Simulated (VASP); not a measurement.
# SnO2 (Pbcn) in VASP: a series of runs, part 2 of 2

VASP 6.6.1.

## Step 5: Single point, LDA (13.46 Å³/atom)

INCAR reads:

```
SYSTEM = SnO2
PREC     = Accurate       ! precision mode
ENCUT    = 520            ! plane-wave cutoff, eV
EDIFF    = 1E-7           ! SCF threshold, eV
ISMEAR   = 0              ! smearing method
SIGMA    = 0.05           ! smearing width, eV
LREAL    = .FALSE.        ! projectors in reciprocal space
LASPH    = .TRUE.         ! aspherical terms in the spheres
NELM     = 100            ! most SCF steps
ALGO     = Normal         ! electronic algorithm
ISIF     = 2              ! what is computed and relaxed
LWAVE    = .FALSE.        ! write WAVECAR
LCHARG   = .FALSE.        ! write CHGCAR
NBANDS   = 64             ! bands
```

KPOINTS reads:

```
Automatic mesh
0
G
  6 6 6
  0 0 0
```

POSCAR reads:

```
SnO2
1.0
    4.8097147521      0.0000000000      0.0000000000
    0.0000000000      6.3099153508      0.0000000000
    0.0000000000      0.0000000000      5.3213143649
Sn O
4 8
Direct
    0.5000000000      0.6673419135      0.7500000000
    0.0000000000      0.8326580865      0.2500000000
    0.5000000000      0.3326580865      0.2500000000
    0.0000000000      0.1673419135      0.7500000000
    0.7309254637      0.6050162923      0.0776916535
    0.2309254637      0.8949837077      0.9223083465
    0.7690745363      0.8949837077      0.5776916535
    0.2690745363      0.6050162923      0.4223083465
    0.7309254637      0.3949837077      0.5776916535
    0.2309254637      0.1050162923      0.4223083465
    0.7690745363      0.1050162923      0.0776916535
    0.2690745363      0.3949837077      0.9223083465
```

Potentials or basis: VASP PAW LDA potentials, release 64 (Sn_d, O).

Launch:

```console
$ cat potpaw_LDA.64/Sn_d/POTCAR potpaw_LDA.64/O/POTCAR > POTCAR
$ mpirun -np 1 vasp_std > vasp.out
```

OUTCAR:

```text
SYSTEM = SnO2
   PREC = Accurate
   ENCUT = 520
   EDIFF = 1E-7
   ISMEAR = 0
   LREAL = .FALSE.
   LASPH = .TRUE.
   NELM = 100
   ISIF = 2

 ion  position               nearest neighbor table
   1  0.500  0.667  0.750-   5 2.10   8 2.10   7 2.14   6 2.14   9 2.24  12 2.24   3 3.40   3 3.40
                             2 3.74   2 3.74   2 3.74   2 3.74
   2  0.000  0.833  0.250-   6 2.10   7 2.10   5 2.14   8 2.14  10 2.24  11 2.24   4 3.40   4 3.40
                             1 3.74   1 3.74   1 3.74   1 3.74
   3  0.500  0.333  0.250-   9 2.10  12 2.10  11 2.14  10 2.14   5 2.24   8 2.24   1 3.40   1 3.40
                             4 3.74   4 3.74   4 3.74   4 3.74
   4  0.000  0.167  0.750-  10 2.10  11 2.10   9 2.14  12 2.14   6 2.24   7 2.24   2 3.40   2 3.40
                             3 3.74   3 3.74   3 3.74   3 3.74
   5  0.731  0.605  0.078-   1 2.10   2 2.14   3 2.24
   6  0.231  0.895  0.922-   2 2.10   1 2.14   4 2.24
   7  0.769  0.895  0.578-   2 2.10   1 2.14   4 2.24
   8  0.269  0.605  0.422-   1 2.10   2 2.14   3 2.24
   9  0.731  0.395  0.578-   3 2.10   4 2.14   1 2.24
  10  0.231  0.105  0.422-   4 2.10   3 2.14   2 2.24
  11  0.769  0.105  0.078-   4 2.10   3 2.14   2 2.24
  12  0.269  0.395  0.922-   3 2.10   4 2.14   1 2.24

  LATTYP: Found a simple orthorhombic cell.
 ALAT       =     4.8097147521
 B/A-ratio  =     1.1063679738
 C/A-ratio  =     1.3119105136

  Lattice vectors:

 A1 = (  -4.8097147521,   0.0000000000,   0.0000000000)
 A2 = (   0.0000000000,   0.0000000000,   5.3213143649)
 A3 = (   0.0000000000,   6.3099153508,   0.0000000000)

Analysis of symmetry for initial positions (statically):
=====================================================================
 Subroutine PRICEL returns:
 Original cell was already a primitive cell.

 Routine SETGRP: Setting up the symmetry group for a
 simple orthorhombic supercell.

 Subroutine GETGRP returns: Found  8 space group operations
 (whereof  2 operations were pure point group operations)
 out of a pool of  8 trial point group operations.

The static configuration has the point symmetry S_2 .
[... 168 lines left out ...]
  energy-cutoff  :      520.00
  volume of cell :      161.50
 maximum number of plane-waves:      4384
 NGX is ok and might be reduce to    36
   NGX = 17   NGY = 23   NGZ = 19

 number of electron     104.0000054 magnetization

 Free energy of the ion-electron system (eV)
  ---------------------------------------------------
  ext. energy  EPLUGINS =         0.00000000
  ---------------------------------------------------
  free energy    TOTEN  =       -82.55285151 eV

  energy without entropy =      -82.55228001  energy(sigma->0) =      -82.55256576

 E-fermi :   4.3427     XC(G=0): -11.2151

 val. band max:        4.2730006757   @ k =   0.0000   0.0000   0.0000
 cond. band min:       4.3429576376   @ k =   0.0000   0.0000   0.0000
 fundamental gap:      0.0699569620
 Fermi energy:         4.3426618534

 k-point     1 :       0.0000    0.0000    0.0000
  band No.  band energies     occupation
      1     -16.2732      2.00000
      2     -16.1256      2.00000
      3     -16.0681      2.00000
      4     -15.9989      2.00000
      5     -15.8822      2.00000
      6     -15.7854      2.00000
[... 1597 lines left out ...]
     63      13.6379      0.00000
     64      13.6383      0.00000

 [... further k-points ...]

------------------------ aborting loop because EDIFF is reached ----------------------------------------

  FORCE on cell =-STRESS in cart. coord.  units (eV):
  Direction    XX          YY          ZZ          XY          YZ          ZX
  --------------------------------------------------------------------------------------
  -------------------------------------------------------------------------------------
  Total      -17.4697770    -27.1509192    -19.1996425      0.0000000      0.0000000      0.0000000
  in kB     -173.3150090   -269.3601527   -190.4767422      0.0000000      0.0000000      0.0000000
  external PRESSURE =    -211.0506347 kB  Pullay stress =       0.0000000 kB

 VOLUME and BASIS-vectors are now :
 -----------------------------------------------------------------------------
  energy-cutoff  :      520.00
  volume of cell :      161.50
      direct lattice vectors                 reciprocal lattice vectors
     4.809714752  0.000000000  0.000000000     0.207912538  0.000000000  0.000000000
     0.000000000  6.309915351  0.000000000     0.000000000  0.158480731  0.000000000
     0.000000000  0.000000000  5.321314365     0.000000000  0.000000000  0.187923496

 POSITION                                       TOTAL-FORCE (eV/Angst)
 -----------------------------------------------------------------------------------
      2.40486      4.21087      3.99099        -0.000000     -0.288198      0.000000
      0.00000      5.25400      1.33033        -0.000000      0.288198     -0.000000
      2.40486      2.09904      1.33033        -0.000000      0.288198     -0.000000
      0.00000      1.05591      3.99099        -0.000000     -0.288198      0.000000
      3.51554      3.81760      0.41342        -0.149754      0.322588     -0.033850
      1.11069      5.64727      4.90789        -0.149754     -0.322588      0.033850
      3.69903      5.64727      3.07408         0.149754     -0.322588     -0.033850
      1.29417      3.81760      2.24724         0.149754      0.322588      0.033850
      3.51554      2.49231      3.07408        -0.149754     -0.322588     -0.033850
      1.11069      0.66264      2.24724        -0.149754      0.322588      0.033850
      3.69903      0.66264      0.41342         0.149754      0.322588     -0.033850
      1.29417      2.49231      4.90789         0.149754     -0.322588      0.033850
 -----------------------------------------------------------------------------------
    total drift:                               -0.000000      0.000000      0.000000

  FREE ENERGIE OF THE ION-ELECTRON SYSTEM (eV)
  ---------------------------------------------------
  free  energy   TOTEN  =       -82.5528515127 eV

  energy  without entropy=      -82.5522800145  energy(sigma->0) =      -82.55256576
```

stdout:

```text
POSCAR found type information on POSCAR SnO
 POSCAR found :  2 types and      12 ions
 scaLAPACK will be used
 LDA part: xc-table for (Slater(with rela. corr.)+CA(PZ))
 , standard interpolation
 POSCAR, INCAR and KPOINTS ok, starting setup
 FFT: planning ... GRIDC
 FFT: planning ... GRID_SOFT
 FFT: planning ... GRID
 WAVECAR not read
 entering main loop
```

Wall time 7.6 min (1 thread of Intel Xeon Platinum 8488C (Sapphire Rapids), shared host); peak memory 0.52 GiB.

What came out:

- Free energy: -82.5529 eV
- Pressure: -21.1 GPa
- Largest force: 0.357 eV/Å

Forces in eV/Å, atoms in the order of the input:
```
Sn   0.000 -0.288  0.000
Sn   0.000  0.288  0.000
Sn   0.000  0.288  0.000
Sn   0.000 -0.288  0.000
O   -0.150  0.323 -0.034
O   -0.150 -0.323  0.034
O    0.150 -0.323 -0.034
O    0.150  0.323  0.034
O   -0.150 -0.323 -0.034
O   -0.150  0.323  0.034
O    0.150  0.323 -0.034
O    0.150 -0.323  0.034
```

Levels at points of the mesh, in eV from the Fermi level:
```
           k point  band 49  band 50  band 51  band 52  band 53  band 54  band 55  band 56
(0.00, 0.00, 0.00)    -0.70    -0.46    -0.11    -0.07     0.00     4.51     4.62     5.37
(0.50, 0.00, 0.00)    -0.37    -0.37    -0.15    -0.15     3.06     3.06     3.90     3.90
(0.00, 0.50, 0.00)    -0.89    -0.89    -0.10    -0.10     2.60     2.60     5.10     5.10
(0.50, 0.50, 0.00)    -0.63    -0.63    -0.17    -0.17     3.43     3.43     4.55     4.55
(0.00, 0.00, 0.50)    -0.43    -0.43    -0.19    -0.19     3.01     3.01     4.72     4.72
(0.50, 0.00, 0.50)    -0.32    -0.32    -0.32    -0.32     3.52     3.52     3.52     3.52
(0.00, 0.50, 0.50)    -0.32    -0.32    -0.32    -0.32     3.98     3.98     3.98     3.98
(0.50, 0.50, 0.50)    -0.33    -0.33    -0.33    -0.33     3.83     3.83     3.83     3.83
```

Caveat: the cell stands under tension; spin-orbit coupling is left out, which moves the levels of the heavy elements.

## Step 6: Single point, LDA (10.98 Å³/atom)

This run uses another cell than the first one, of 10.98 Å³/atom.

INCAR reads:

```
PREC = Accurate
ENCUT = 520
EDIFF = 1E-6
ISMEAR = 0
SIGMA = 0.05
LREAL = False
LASPH = True
NELM = 80
ALGO = Normal
ISIF = 2
LWAVE = False
LCHARG = False
NBANDS = 64
```

KPOINTS reads:

```
Automatic mesh
0
Gamma
  6 6 6
```

POSCAR, as its differences from that of step 5:

```diff
@@ -2,5 +2,5 @@
 1.0
-    4.8097147521      0.0000000000      0.0000000000
-    0.0000000000      6.3099153508      0.0000000000
-    0.0000000000      0.0000000000      5.3213143649
+    4.6164603769      0.0000000000      0.0000000000
+    0.0000000000      5.5896473505      0.0000000000
+    0.0000000000      0.0000000000      5.1075039135
 Sn O
```

Potentials or basis: VASP PAW LDA potentials, release 64 (Sn_d, O).

Launch:

```console
$ cat potpaw_LDA.64/Sn_d/POTCAR potpaw_LDA.64/O/POTCAR > POTCAR
$ mpirun -np 1 vasp_std > vasp.out
```

OUTCAR:

```text
PREC = Accurate
   ENCUT = 520
   EDIFF = 1E-6
   ISMEAR = 0
   LREAL = False
   LASPH = True
   NELM = 80
   ISIF = 2

 ion  position               nearest neighbor table
   1  0.500  0.667  0.750-   6 1.98   7 1.98   5 2.01   8 2.01   9 2.06  12 2.06   3 3.17   3 3.17
                             2 3.56   2 3.56   2 3.56   2 3.56   4 3.62   4 3.62   4 3.62   4 3.62
   2  0.000  0.833  0.250-   5 1.98   8 1.98   7 2.01   6 2.01  10 2.06  11 2.06   4 3.17   4 3.17
                             1 3.56   1 3.56   1 3.56   1 3.56   3 3.62   3 3.62   3 3.62   3 3.62
   3  0.500  0.333  0.250-  10 1.98  11 1.98   9 2.01  12 2.01   5 2.06   8 2.06   1 3.17   1 3.17
                             4 3.56   4 3.56   4 3.56   4 3.56   2 3.62   2 3.62   2 3.62   2 3.62
   4  0.000  0.167  0.750-   9 1.98  12 1.98  11 2.01  10 2.01   6 2.06   7 2.06   2 3.17   2 3.17
                             3 3.56   3 3.56   3 3.56   3 3.56   1 3.62   1 3.62   1 3.62   1 3.62
   5  0.731  0.605  0.078-   2 1.98   1 2.01   3 2.06
   6  0.231  0.895  0.922-   1 1.98   2 2.01   4 2.06
   7  0.769  0.895  0.578-   1 1.98   2 2.01   4 2.06
   8  0.269  0.605  0.422-   2 1.98   1 2.01   3 2.06
   9  0.731  0.395  0.578-   4 1.98   3 2.01   1 2.06
  10  0.231  0.105  0.422-   3 1.98   4 2.01   2 2.06
  11  0.769  0.105  0.078-   3 1.98   4 2.01   2 2.06
  12  0.269  0.395  0.922-   4 1.98   3 2.01   1 2.06

  LATTYP: Found a simple orthorhombic cell.
 ALAT       =     4.6164603769
 B/A-ratio  =     1.1063679738
 C/A-ratio  =     1.2108080421

  Lattice vectors:

 A1 = (  -4.6164603769,   0.0000000000,   0.0000000000)
 A2 = (   0.0000000000,   0.0000000000,   5.1075039135)
 A3 = (   0.0000000000,   5.5896473505,   0.0000000000)

Analysis of symmetry for initial positions (statically):
=====================================================================
 Subroutine PRICEL returns:
 Original cell was already a primitive cell.

 Routine SETGRP: Setting up the symmetry group for a
 simple orthorhombic supercell.

 Subroutine GETGRP returns: Found  8 space group operations
[... 171 lines left out ...]
 Gauss-broadening in eV      SIGMA  =   0.05
  energy-cutoff  :      520.00
  volume of cell :      131.80
 maximum number of plane-waves:      3607
 NGX is ok and might be reduce to    36
   NGX = 17   NGY = 21   NGZ = 19

 number of electron     103.9999997 magnetization

 Free energy of the ion-electron system (eV)
  ---------------------------------------------------
  ext. energy  EPLUGINS =         0.00000000
  ---------------------------------------------------
  free energy    TOTEN  =       -84.02712153 eV

  energy without entropy =      -84.02712153  energy(sigma->0) =      -84.02712153

 E-fermi :   6.8534     XC(G=0): -12.2740

 val. band max:        6.5492426839   @ k =   0.0000   0.0000   0.0000
 cond. band min:       8.7610786180   @ k =   0.0000   0.0000   0.0000
 fundamental gap:      2.2118359341
 Fermi energy:         6.8534249139

 k-point     1 :       0.0000    0.0000    0.0000
  band No.  band energies     occupation
      1     -14.1068      2.00000
      2     -13.9465      2.00000
      3     -13.8395      2.00000
      4     -13.4831      2.00000
      5     -13.3019      2.00000
      6     -13.0788      2.00000
[... 1597 lines left out ...]
     63      17.9227      0.00000
     64      17.9261      0.00000

 [... further k-points ...]

------------------------ aborting loop because EDIFF is reached ----------------------------------------

  FORCE on cell =-STRESS in cart. coord.  units (eV):
  Direction    XX          YY          ZZ          XY          YZ          ZX
  --------------------------------------------------------------------------------------
  -------------------------------------------------------------------------------------
  Total       12.2134430     12.2756173     13.5971979      0.0000000      0.0000000     -0.0000000
  in kB      148.4726504    149.2284724    165.2942597      0.0000000      0.0000000     -0.0000000
  external PRESSURE =     154.3317942 kB  Pullay stress =       0.0000000 kB

 VOLUME and BASIS-vectors are now :
 -----------------------------------------------------------------------------
  energy-cutoff  :      520.00
  volume of cell :      131.80
      direct lattice vectors                 reciprocal lattice vectors
     4.616460377  0.000000000  0.000000000     0.216616177  0.000000000  0.000000000
     0.000000000  5.589647350  0.000000000     0.000000000  0.178902163  0.000000000
     0.000000000  0.000000000  5.107503914     0.000000000  0.000000000  0.195790354

 POSITION                                       TOTAL-FORCE (eV/Angst)
 -----------------------------------------------------------------------------------
      2.30823      3.73021      3.83063         0.000000      0.195704     -0.000000
      0.00000      4.65427      1.27688         0.000000     -0.195704     -0.000000
      2.30823      1.85944      1.27688         0.000000     -0.195704     -0.000000
      0.00000      0.93538      3.83063         0.000000      0.195704     -0.000000
      3.37429      3.38183      0.39681         0.205724     -0.100692      0.015698
      1.06606      5.00264      4.71069         0.205724      0.100692     -0.015698
      3.55040      5.00264      2.95056        -0.205724      0.100692      0.015698
      1.24217      3.38183      2.15694        -0.205724     -0.100692     -0.015698
      3.37429      2.20782      2.95056         0.205724      0.100692      0.015698
      1.06606      0.58700      2.15694         0.205724     -0.100692     -0.015698
      3.55040      0.58700      0.39681        -0.205724     -0.100692      0.015698
      1.24217      2.20782      4.71069        -0.205724      0.100692     -0.015698
 -----------------------------------------------------------------------------------
    total drift:                                0.000000      0.000000     -0.000000

  FREE ENERGIE OF THE ION-ELECTRON SYSTEM (eV)
  ---------------------------------------------------
  free  energy   TOTEN  =       -84.0271215296 eV

  energy  without entropy=      -84.0271215296  energy(sigma->0) =      -84.02712153
```

Run time: 14 min. Hardware: 1 thread of Intel Xeon 8259CL, shared host; peak memory 0.46 GiB.

What came out:

* Free energy: -84.0271 eV
* Pressure: 15.4 GPa
* Largest force: 0.230 eV/Å
* Band gap on the k mesh: 2.21 eV

Forces in eV/Å, atoms in the order of the input:
```
Sn   0.000  0.196  0.000
Sn   0.000 -0.196  0.000
Sn   0.000 -0.196  0.000
Sn   0.000  0.196  0.000
O    0.206 -0.101  0.016
O    0.206  0.101 -0.016
O   -0.206  0.101  0.016
O   -0.206 -0.101 -0.016
O    0.206  0.101  0.016
O    0.206 -0.101 -0.016
O   -0.206 -0.101  0.016
O   -0.206  0.101 -0.016
```

Stress tensor (GPa, compression positive):
```
14.85  0.00  0.00
 0.00 14.92  0.00
 0.00  0.00 16.53
```

Caveat: the cell stands under pressure; spin-orbit coupling is left out, which moves the levels of the heavy elements.

## Step 7: Summary

| cell | gap on the mesh (eV) | pressure (GPa) | largest force (eV/Å) |
| --- | --- | --- | --- |
| a = 4.853, b = 6.198, c = 5.369 Å, 12 atoms | 0.10 | -21.4 | 0.33 |
| a = 4.699, b = 5.394, c = 5.199 Å, 12 atoms | 2.04 | 15.2 | 0.30 |
| a = 4.984, b = 5.876, c = 5.514 Å, 12 atoms | 0.07 | -21.9 | 0.38 |
| a = 4.810, b = 6.310, c = 5.321 Å, 12 atoms | - | -21.1 | 0.36 |
| a = 4.616, b = 5.590, c = 5.108 Å, 12 atoms | 2.21 | 15.4 | 0.23 |

Alike in all rows: task single point; level LDA; potentials or basis VASP PAW LDA potentials, release 64 (Sn_d, O); no spin polarisation; k mesh 6 × 6 × 6; cutoff (eV) 520; smearing gaussian 0.05 eV.

Caveats: spin-orbit coupling is left out, which moves the levels of the heavy elements; the cell stands under tension (at least some runs); the cell stands under pressure (at least some runs).

Total energies depend on the potentials used, so only differences within one code and one set of settings carry meaning.
